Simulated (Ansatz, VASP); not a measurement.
Two plane-wave programs on CaIn3O

```
CELL_PARAMETERS angstrom
4.73493 0.00000 0.00000
0.00000 4.73493 0.00000
0.00000 0.00000 4.73493
ATOMIC_POSITIONS crystal
Ca 0.50000 0.50000 0.50000
In 0.00000 0.50000 0.50000
In 0.50000 0.00000 0.50000
In 0.50000 0.50000 0.00000
O 0.00000 0.00000 0.00000
```

Change from the starting cell: species swapped into the ZnAgF3 type (Pm-3m, No. 221).

Alike in both runs: task relaxation of cell and atoms; functional PBE; k mesh 4 × 4 × 4; occupations gaussian, width 0.1 eV; collinear spin.

```csv
,VASP,Ansatz
version,VASP 6.6.1,Ansatz 0.2.0
potentials or method,"VASP PAW PBE potentials, release 64 (Ca_sv, In_d, O), cutoff 600 eV","scalar-relativistic, plane waves, PAW"
valence electrons in the cell,55,55
```

```tsv
	VASP	Ansatz	Ansatz less VASP
gap on the k mesh at the Fermi level, each at its own relaxed structure (eV)	none	none	-
net moment per atom (μB)	0.00	0.22	+0.224
size of the moment on the site where the two differ most (μB)	0.00	1.27	+1.270
relaxed volume (Å³/atom)	40.10	43.75	+3.647
relaxed length of the cell vector where the two differ most in proportion (Å)	5.853	6.025	+0.1723
```

The net moments are unlike, so the other rows may belong to different states. Site moments also hang on the region over which each program counts them. A gap of «none» marks a metal or a gap that the smearing closes.

Noted on VASP's run: the volume moved by over 15 % at a fixed basis, so the end points are rough.
